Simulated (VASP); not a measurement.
Set up this calculation in VASP 6.6.1, as the native input.

* Task: single point
* Functional: r2SCAN
* Potentials or basis: VASP PAW PBE potentials, release 64 (Ta_sv_GW, N)
* Cutoff: 770 eV
* k mesh: 10 × 10 × 6
* Occupations: fermi-dirac, width 0.05 eV
* Spin: no spin polarisation
* Dipole correction: no
* Further INCAR settings: ALGO = Normal; EDIFF = 1e-06; NBANDS = 26

TaN:

```
Ta N
1.0
     3.11025    0.00000    0.00000
    -1.55512    2.69355    0.00000
     0.00000    0.00000    6.06770
Ta N
2 2
Direct
  0.33333 0.66667 0.03143
  0.66667 0.33333 0.53143
  0.33333 0.66667 0.35357
  0.66667 0.33333 0.85357
```

The input as run:

POSCAR

```
TaN
1.0
    3.1102465184      0.0000000000      0.0000000000
   -1.5551232592      2.6935524970      0.0000000000
    0.0000000000      0.0000000000      6.0676957278
Ta N
2 2
Direct
    0.3333333333      0.6666666667      0.0314294084
    0.6666666667      0.3333333333      0.5314294084
    0.3333333333      0.6666666667      0.3535705916
    0.6666666667      0.3333333333      0.8535705916
```

INCAR.step1

```
PREC = Accurate
ENCUT = 770
ISMEAR = -1
SIGMA = 0.05
LREAL = False
LASPH = True
NELM = 120
NBANDS = 26
GGA = PE
ALGO = Normal
EDIFF = 1E-5
LWAVE = True
LCHARG = False
GGA_COMPAT = False
```

INCAR.step2

```
PREC = Accurate
ENCUT = 770
EDIFF = 1E-6
ISMEAR = -1
SIGMA = 0.05
LREAL = False
LASPH = True
NELM = 120
ALGO = Normal
ISIF = 2
LWAVE = False
LCHARG = True
METAGGA = R2SCAN
LMIXTAU = True
LELF = True
LVHAR = True
NBANDS = 26
ISTART = 1
GGA_COMPAT = False
```

KPOINTS

```
regular mesh
0
Gamma
  10 10 6
```

Potentials or basis: VASP PAW PBE potentials, release 64 (Ta_sv_GW, N).

Command:

```console
$ cat potpaw_PBE.64/Ta_sv_GW/POTCAR potpaw_PBE.64/N/POTCAR > POTCAR
$ cp INCAR.step1 INCAR
$ mpirun -np 1 vasp_std > vasp.out
$ cp INCAR.step2 INCAR
$ mpirun -np 1 vasp_std > vasp.out
```

Results of the run:

```json
{"Pressure": "5.2 GPa", "Largest force": "0.030 eV/Å", "Band gap on the k mesh": "zero (bands 18 and 19 overlap by 0.25 eV)"}
```

Caveat: the cell stands under pressure; the PAW data sets were made with another functional, which shifts forces and pressure a little; spin-orbit coupling is left out, which moves the levels of the heavy elements.

Run time: 7.6 min on 1 thread of Intel(R) Xeon(R) Platinum 8259CL CPU @ 2.50GHz (Skylake/Cascade Lake), on a shared host, peak memory 0.29 GiB.
